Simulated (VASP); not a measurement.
Runs of VASP 6.6.1 on Sc. The structure is that of space group I4/mmm (No. 139), or close to it. The cells are those of the table. 

```tsv
cell	gap on the mesh (eV)	pressure (GPa)
a = 3.172, b = 3.172, c = 3.301 Å, angles 58.6, 58.6, 62.7°, 1 atom	none	0.5
a = 3.412, b = 3.412, c = 2.942 Å, angles 64.5, 64.5, 51.1°, 1 atom	none	0.2
a = 3.191, b = 3.191, c = 3.255 Å, angles 59.3, 59.3, 61.3°, 1 atom	none	0.5
a = 3.338, b = 3.338, c = 3.022 Å, angles 63.1, 63.1, 53.8°, 1 atom	none	0.3
a = 3.146, b = 3.146, c = 3.390 Å, angles 57.4, 57.4, 65.2°, 1 atom	none	0.5
a = 3.128, b = 3.128, c = 3.488 Å, angles 56.1, 56.1, 67.8°, 1 atom	none	(b)
a = 3.503, b = 3.503, c = 2.861 Å, angles 65.9, 65.9, 48.2°, 1 atom	none	0.4
a = 3.126, b = 3.126, c = 3.707 Å, angles 53.6, 53.6, 72.7°, 1 atom	none	(a)
a = 3.576, b = 3.576, c = 2.805 Å, angles 66.9, 66.9, 46.2°, 1 atom	none	0.8
a = 3.270, b = 3.270, c = 3.111 Å, angles 61.6, 61.6, 56.8°, 1 atom	none	0.4
```

Alike in all rows: task single point; level PBEsol; potentials or basis VASP PAW PBE potentials, release 64 (Sc_sv); no spin polarisation; k mesh 20 × 20 × 20; cutoff (eV) 520; smearing gaussian 0.15 eV.

Problem. Estimate the missing entries.

Solution. (a) 1.1; (b) 0.9.

Caveats: the PAW data sets were made with another functional, which shifts forces and pressure a little.

A gap of «none» marks levels without a gap at the run's occupations.
